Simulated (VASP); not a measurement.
# SiHg2 (fluorite type) (Fm-3m) in VASP: relaxation of cell and atoms with PBE

Aim: the relaxation of cell and atoms of SiHg2 (fluorite type) with PBE.

All numbers are computed with VASP 6.6.1; they aren't measurements. Logs are shortened: lines on timing, memory, paths and dates and some standing lists are left out, and cuts for length are marked.

## (1) The cell of the first run

The structure is cubic, space group Fm-3m (No. 225). The conventional cell has a = 6.330 Å, b = 6.330 Å, c = 6.330 Å, α = 90.00°, β = 90.00°, γ = 90.00°. Si (site symmetry m-3m) has 8 Hg at 2.74 Å within 3.6 Å. Within 3.6 Å of Hg (site symmetry -43m) lie 4 Si at 2.74 Å and 6 Hg at 3.16 Å.

## (2) Relaxation of cell and atoms, PBE

File INCAR:

```
ALGO = Normal ; EDIFF = 1E-7
EDIFFG = -0.005 ; ENCUT = 550
GGA = PE ; GGA_COMPAT = F
IBRION = 2 ; ISIF = 3
ISMEAR = -1 ; LASPH = T
LCHARG = F ; LREAL = F
LWAVE = F ; NELM = 120
NELMIN = 4 ; NSW = 100
PREC = Accurate ; SIGMA = 0.03
```

File KPOINTS:

```
k-points
0
Gamma
  9 9 9
```

File POSCAR:

```
SiHg2
1.0
    0.0000000000      3.1649788141      3.1649788141
    3.1649788141      0.0000000000      3.1649788141
    3.1649788141      3.1649788141      0.0000000000
Si Hg
1 2
Direct
    0.0000000000      0.0000000000      0.0000000000
    0.2500000000      0.2500000000      0.2500000000
    0.7500000000      0.7500000000      0.7500000000
```

Potentials or basis: VASP PAW PBE potentials, release 64 (Si, Hg_sv_GW).

Run with:

```
cat potpaw_PBE.64/Si/POTCAR potpaw_PBE.64/Hg_sv_GW/POTCAR > POTCAR
mpirun -np 1 vasp_std > vasp.out
```

OUTCAR:

```text
EDIFF = 1E-7
   EDIFFG = -0.005
   ENCUT = 550
   GGA = PE
   IBRION = 2
   ISIF = 3
   ISMEAR = -1
   LASPH = T
   LREAL = F
   NELM = 120
   NELMIN = 4
   NSW = 100
   PREC = Accurate

 ion  position               nearest neighbor table
   1  0.000  0.000  0.000-   3 2.74   3 2.74   3 2.74   2 2.74   3 2.74   2 2.74   2 2.74   2 2.74

   2  0.250  0.250  0.250-   1 2.74   1 2.74   1 2.74   1 2.74   3 3.16   3 3.16   3 3.16   3 3.16
                             3 3.16   3 3.16
   3  0.750  0.750  0.750-   1 2.74   1 2.74   1 2.74   1 2.74   2 3.16   2 3.16   2 3.16   2 3.16
                             2 3.16   2 3.16

  LATTYP: Found a face centered cubic cell.
 ALAT       =     6.3299576282

  Lattice vectors:

 A1 = (   0.0000000000,   3.1649788141,   3.1649788141)
 A2 = (   3.1649788141,   0.0000000000,   3.1649788141)
 A3 = (   3.1649788141,   3.1649788141,   0.0000000000)

Analysis of symmetry for initial positions (statically):
=====================================================================
 Subroutine PRICEL returns:
 Original cell was already a primitive cell.

 Routine SETGRP: Setting up the symmetry group for a
 face centered cubic supercell.

 Subroutine GETGRP returns: Found 48 space group operations
 (whereof 48 operations were pure point group operations)
 out of a pool of 48 trial point group operations.

The static configuration has the point symmetry O_h .

Analysis of symmetry for dynamics (positions and initial velocities):
=====================================================================
 Subroutine PRICEL returns:
 Original cell was already a primitive cell.

 Routine SETGRP: Setting up the symmetry group for a
 face centered cubic supercell.

 Subroutine GETGRP returns: Found 48 space group operations
 (whereof 48 operations were pure point group operations)
 out of a pool of 48 trial point group operations.

The dynamic configuration has the point symmetry O_h .

 Subroutine INISYM returns: Found 48 space group operations
 (whereof 48 operations are pure point group operations),
 and found     1 'primitive' translations

----------------------------------------------------------------------------------------

                                     Primitive cell

  volume of cell :      63.4078

  direct lattice vectors                    reciprocal lattice vectors
     0.000000000  3.164978814  3.164978814    -0.157978941  0.157978941  0.157978941
     3.164978814  0.000000000  3.164978814     0.157978941 -0.157978941  0.157978941
     3.164978814  3.164978814  0.000000000     0.157978941  0.157978941 -0.157978941

  length of vectors
     4.475955964  4.475955964  4.475955964     0.273627552  0.273627552  0.273627552

  position of ions in fractional coordinates (direct lattice)
     0.000000000  0.000000000  0.000000000
     0.250000000  0.250000000  0.250000000
     0.750000000  0.750000000  0.750000000

  ion indices of the primitive-cell ions
   primitive index   ion index
                 1           1
                 2           2
                 3           3

----------------------------------------------------------------------------------------

 KPOINTS: k-points

Automatic generation of k-mesh.
 Grid dimensions read from file:
 generate k-points for:    9    9    9

 Generating k-lattice:

  Cartesian coordinates                     Fractional coordinates (reciprocal lattice)
    -0.017553216  0.017553216  0.017553216     0.111111111  0.000000000  0.000000000
     0.017553216 -0.017553216  0.017553216     0.000000000  0.111111111  0.000000000
     0.017553216  0.017553216 -0.017553216     0.000000000  0.000000000  0.111111111

  Length of vectors
     0.030403061  0.030403061  0.030403061

  Shift w.r.t. Gamma in fractional coordinates (k-lattice)
     0.000000000  0.000000000  0.000000000

 Subroutine IBZKPT returns following result:
 ===========================================

 Found     35 irreducible k-points:

 Following reciprocal coordinates:
            Coordinates               Weight
  0.000000  0.000000  0.000000      1.000000
  0.111111  0.000000  0.000000      8.000000
  0.222222  0.000000  0.000000      8.000000
  0.333333  0.000000  0.000000      8.000000
  0.444444  0.000000  0.000000      8.000000
  0.111111  0.111111  0.000000      6.000000
[... 16 lines left out ...]
 -0.333333  0.333333  0.000000     12.000000
  0.444444  0.444444  0.000000      6.000000
 [... further k-points ...]
   k-points           NKPTS =     35   k-points in BZ     NKDIM =     35   number of bands    NBANDS=     26
   number of dos      NEDOS =    301   number of ions     NIONS =      3
   total plane-waves  NPLWV =  46656
   dimension x,y,z NGX =    36 NGY =   36 NGZ =   36
   dimension x,y,z NGXF=    72 NGYF=   72 NGZF=   72
   ions per type =               1   2
   NGX,Y,Z   is equivalent  to a cutoff of  13.37, 13.37, 13.37 a.u.
   NGXF,Y,Z  is equivalent  to a cutoff of  26.74, 26.74, 26.74 a.u.
 SYSTEM =  unknown system
   PREC   = accura    normal or accurate (medium, high low for compatibility)
   ISTART =      0    job   : 0-new  1-cont  2-samecut
   ICHARG =      2    charge: 1-file 2-atom 10-const
   ISPIN  =      1    spin polarized calculation?
   LNONCOLLINEAR =      F non collinear calculations
   LSORBIT =      F    spin-orbit coupling
   LASPH  =      T    aspherical Exc in radial PAW
   ENCUT  =  550.0 eV  40.42 Ry    6.36 a.u.   8.56  8.56  8.56*2*pi/ulx,y,z
   NELM   =    120;   NELMIN=  4; NELMDL= -5     # of ELM steps
   EDIFF  = 0.1E-06   stopping-criterion for ELM
   LREAL  =      F    real-space projection
   EDIFFG = -.5E-02   stopping-criterion for IOM
   NSW    =    100    number of steps for IOM
   IBRION =      2    ionic relax: 0-MD 1-quasi-New 2-CG
   NFREE  =      1    steps in history (QN), initial steepest desc. (CG)
   ISIF   =      3    stress and relaxation
   ISYM   =      2    0-nonsym 1-usesym 2-fastsym
   POTIM  = 0.5000    time-step for ionic-motion
   TEBEG  =    0.0;   TEEND  =   0.0 temperature during run
   PSTRESS=    0.0 pullay stress
   NELECT =      44.0000    total number of electrons
   NUPDOWN=      -1.0000    fix difference up-down
   EMIN   =  10.00;   EMAX   =-10.00  energy-range for DOS
   EFERMI =   0.00;   METHOD = LEGACY
   ISMEAR =    -1;   SIGMA  =   0.03  broadening in eV -4-tet -1-fermi 0-gaus
   EFERMI_NEDOS =   21; number of points for ismear=-14 and -15
   IALGO  =     38    algorithm
   IMIX   =      4    mixing-type and parameters
     AMIX     =   0.40;   BMIX     =  1.00
     AMIX_MAG =   1.60;   BMIX_MAG =  1.00
  volume/ion in A,a.u.               =      21.14       142.63
  Fermi-wavevector in a.u.,A,eV,Ry     =   1.449367  2.738906 28.581263  2.100664
  Thomas-Fermi vector in A             =   2.567101
   LORBIT       =      0    0 simple, 1 ext, 2 COOP (PROOUT), +10 PAW based schemes
   GGA     = PE    functional components
   LHFCALC =     F    Hartree Fock is set to
   AEXX    =    0.0000 exact exchange contribution
   IVDW    =     0    specifies the selected vdW correction
   LEPSILON=     F    determine dielectric tensor
   LRPA    =     F    only Hartree local field effects (RPA)
 conjugate gradient relaxation of ions
 non-spin polarized calculation
  energy-cutoff  :      550.00
  volume of cell :       63.41
 maximum number of plane-waves:      1872
 NGX is ok and might be reduce to    36
   NGX = 17   NGY = 17   NGZ = 17

--------------------------------------- Ionic step        1  -------------------------------------------

 number of electron      43.9999986 magnetization

 Free energy of the ion-electron system (eV)
  ---------------------------------------------------
  ext. energy  EPLUGINS =         0.00000000
  ---------------------------------------------------
  free energy    TOTEN  =        -4.58833282 eV

  energy without entropy =       -4.58611101  energy(sigma->0) =       -4.58722192

------------------------ aborting loop because EDIFF is reached ----------------------------------------

  FORCE on cell =-STRESS in cart. coord.  units (eV):
  Direction    XX          YY          ZZ          XY          YZ          ZX
  --------------------------------------------------------------------------------------
  -------------------------------------------------------------------------------------
  Total        2.9434143      2.9434143      2.9434143      0.0000000      0.0000000      0.0000000
  in kB       74.3737295     74.3737295     74.3737295      0.0000000      0.0000000      0.0000000
  external PRESSURE =      74.3737295 kB  Pullay stress =       0.0000000 kB
[... 22 lines left out ...]
  energy  without entropy=       -4.5861110135  energy(sigma->0) =       -4.58722192

--------------------------------------- Ionic step        2  -------------------------------------------

 number of electron      43.9999986 magnetization

 E-fermi :   5.3393     XC(G=0): -10.2931

 val. band max:        5.3105325432   @ k =   0.2222   0.1111   0.0000
 cond. band min:       5.4676845861   @ k =  -0.2222   0.2222   0.0000
 fundamental gap:      0.1571520429
 Fermi energy:         5.3392546621

 k-point     1 :       0.0000    0.0000    0.0000
  band No.  band energies     occupation
      1    -109.7933      2.00000
      2    -109.7926      2.00000
      3     -58.1326      2.00000
      4     -58.1326      2.00000
      5     -58.1326      2.00000
      6     -58.1224      2.00000
[... 721 lines left out ...]
  energy  without entropy=       -4.7119983795  energy(sigma->0) =       -4.71370217

--------------------------------------- Ionic step        3  -------------------------------------------

 number of electron      44.0000016 magnetization

 Free energy of the ion-electron system (eV)
  ---------------------------------------------------
  ext. energy  EPLUGINS =         0.00000000
  ---------------------------------------------------
  free energy    TOTEN  =        -4.73138676 eV

  energy without entropy =       -4.72794646  energy(sigma->0) =       -4.72966661

 E-fermi :   5.7438     XC(G=0): -10.4854

 val. band max:        5.7390581992   @ k =   0.1111   0.1111   0.0000
 cond. band min:       5.8677365703   @ k =  -0.2222   0.2222   0.0000
 fundamental gap:      0.1286783710
 Fermi energy:         5.7437982992

 k-point     1 :       0.0000    0.0000    0.0000
  band No.  band energies     occupation
      1    -109.5002      2.00000
      2    -109.4993      2.00000
      3     -57.8398      2.00000
      4     -57.8398      2.00000
      5     -57.8398      2.00000
      6     -57.8275      2.00000
[... 717 lines left out ...]
  FREE ENERGIE OF THE ION-ELECTRON SYSTEM (eV)
  ---------------------------------------------------
  free  energy   TOTEN  =        -4.7313867577 eV

  energy  without entropy=       -4.7279464599  energy(sigma->0) =       -4.72966661

 reached required accuracy - stopping structural energy minimisation
```

Run time: 1.9 min. Hardware: 1 thread of Intel Xeon Platinum 8488C (Sapphire Rapids), shared host; peak memory 0.26 GiB.

What came out:

```
Free energy                           : -4.7314 eV
Relaxed volume                        : 23.40 Å³/atom
Relaxed cell                          : a = 4.630 Å, b = 4.630 Å, c = 4.630 Å, α = 60.00°, β = 60.00°, γ = 60.00°
Space group after relaxing (to 0.1 Å) : Fm-3m (No. 225)
Energy gained by relaxing             : 47.7 meV/atom
Ionic steps                           : 3
Pressure after relaxing               : 0.0 GPa
Band gap on the k mesh                : zero (bands 22 and 23 overlap by 3.11 eV)
```

The path:
```
step  energy change (eV)  largest force (eV/Å)  pressure (GPa)  volume (Å³)
   1              0.0000                0.0000            7.44        63.41
   2             -0.1271                0.0000           -1.90        72.84
   3             -0.1431                0.0000            0.03        70.19
```

Final structure:
```
Si Hg
1.0
     0.00000    3.27403    3.27403
     3.27403    0.00000    3.27403
     3.27403    3.27403    0.00000
Si Hg
1 2
Direct
  0.00000 0.00000 0.00000
  0.25000 0.25000 0.25000
  0.75000 0.75000 0.75000
```

Caveat: spin-orbit coupling is left out, which moves the levels of the heavy elements.

The gap in the log of VASP goes by the Fermi energy; the results here count the filled bands.